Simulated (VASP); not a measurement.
Here is a VASP 6.6.1 calculation.

File INCAR:

```
SYSTEM = Al30Cu
ALGO = Normal ; EDIFF = 1E-6
ENCUT = 520 ; GGA = PE
GGA_COMPAT = .False. ; ISIF = 2
ISMEAR = 0 ; LASPH = .True.
LCHARG = .False. ; LREAL = Auto
LWAVE = .False. ; NBANDS = 72
NELM = 120 ; PREC = Accurate
SIGMA = 0.15
```

The input KPOINTS:

```
k-points
0
Gamma
  1 1 1
  0 0 0
```

The input POSCAR:

```
Al30Cu
1.0
    8.1000000000      0.0000000000      0.0000000000
    0.0000000000      8.1000000000      0.0000000000
    0.0000000000      0.0000000000      8.1000000000
Al Cu
30 1
Direct
    0.4953541975      0.0016867901     -0.0016854321
    0.7498939506      0.2556356790     -0.0052353086
    0.0044065432      0.0016860494     -0.0016867901
    0.2498920988      0.2607525926     -0.0103556790
    0.4896062963      0.4962718519      0.0028551852
    0.7498870370      0.7503343210     -0.0051674074
    0.2498881481     -0.0033750617      0.2537754321
    0.4953643210      0.2520829630      0.2487059259
    0.7498891358      0.5127876543      0.2490800000
    0.4938385185      0.0058918519      0.5065270370
    0.7498874074      0.2555690123      0.5000733333
    0.7498754321      0.0013187654      0.7376248148
    0.0101625926      0.4962679012      0.0028560494
    0.2498904938      0.7514208642     -0.0048062963
    0.0044153086      0.2520880247      0.2487080247
    0.2498887654      0.4947945679      0.2489698765
    0.4938393827      0.7438765432      0.2444974074
    0.0059367901      0.0059016049      0.5065244444
    0.2498890123      0.2551985185      0.4989767901
    0.4990743210      0.5005728395      0.5083650617
    0.2498846914      0.0014330864      0.7556085185
    0.4896080247      0.2475433333      0.7541216049
    0.7498872840      0.4999543210      0.7504467901
    0.0059482716      0.7438746914      0.2444969136
    0.0006943210      0.5005741975      0.5083628395
    0.2498948148      0.7485865432      0.5018076543
    0.0101754321      0.2475467901      0.7541211111
    0.2498829630      0.4931387654      0.7572683951
    0.4990827160      0.7420329630      0.7498228395
    0.0007000000      0.7420339506      0.7498169136
    0.7499171605     -0.1959496296      0.4463443210
```

Potentials or basis: VASP PAW PBE potentials, release 64 (Al, Cu).

Run with:

```console
$ cat potpaw_PBE.64/Al/POTCAR potpaw_PBE.64/Cu/POTCAR > POTCAR
$ mpirun -np 1 vasp_gam > vasp.out
```

Problem. Predict the largest force.

Solution. 0.152 eV/Å.

Problem. What does it give for the pressure?

Solution. -2.3 GPa.

Problem. Predict the band gap on the k mesh.

Solution. Zero (an odd number of electrons rules out a gap without spin polarisation).

Stress tensor (GPa, compression positive):
```
-1.79  0.00  0.00
 0.00 -2.56 -0.35
 0.00 -0.35 -2.56
```

Caveat: the k points lie up to 0.78 Å⁻¹ apart, too coarse for converged energies and pressures of a metal.
